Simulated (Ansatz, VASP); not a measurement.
# Ta2AlC2N: VASP beside Ansatz

```
Ta Al C N
1.0
     2.73002   -4.72674    0.00000
     2.73002    4.72674    0.00000
     0.00000    0.00000    3.09733
Ta Al C N
2 1 2 1
Direct
  0.00000 0.50000 0.50000
  0.50000 0.00000 0.50000
  0.50000 0.50000 0.00000
  0.16696 0.83304 0.00000
  0.83304 0.16696 0.00000
  0.00000 0.00000 0.50000
```

Change from the starting cell: species swapped into the CeB2Ir2Rh type (Cmmm, No. 65).

Alike in both runs: task single point; functional PBE; k mesh 4 × 4 × 6; occupations gaussian, width 0.1 eV; collinear spin.

|  | VASP | Ansatz |
| --- | --- | --- |
| version | VASP 6.6.1 | Ansatz 0.2.0 |
| potentials or method | VASP PAW PBE potentials, release 64 (Ta_pv, Al, C, N), cutoff 520 eV | scalar-relativistic, plane waves, PAW |
| valence electrons in the cell | 38 | 42 |

```tsv
	VASP	Ansatz	Ansatz less VASP
gap on the k mesh at the Fermi level (eV)	none	none	-
pressure (GPa)	-5.4	-5.6	-0.25
traceless stress, the component that is largest in VASP (GPa)	11.22	11.20	-0.019
rms of the force components (eV/Å)	0.154	0.165	+0.0110
net moment per atom (μB)	0.00	0.00	0.000
```

Atom by atom the forces differ by 0.011 eV/Å (rms over components). A gap of «none» marks a metal or a gap that the smearing closes. VASP's potentials hold 38 valence electrons a cell and Ansatz's 42, so a difference there can come from the potentials and not from the codes. Ansatz's warnings: seeded moment not kept.

Neither program's run includes spin-orbit coupling.
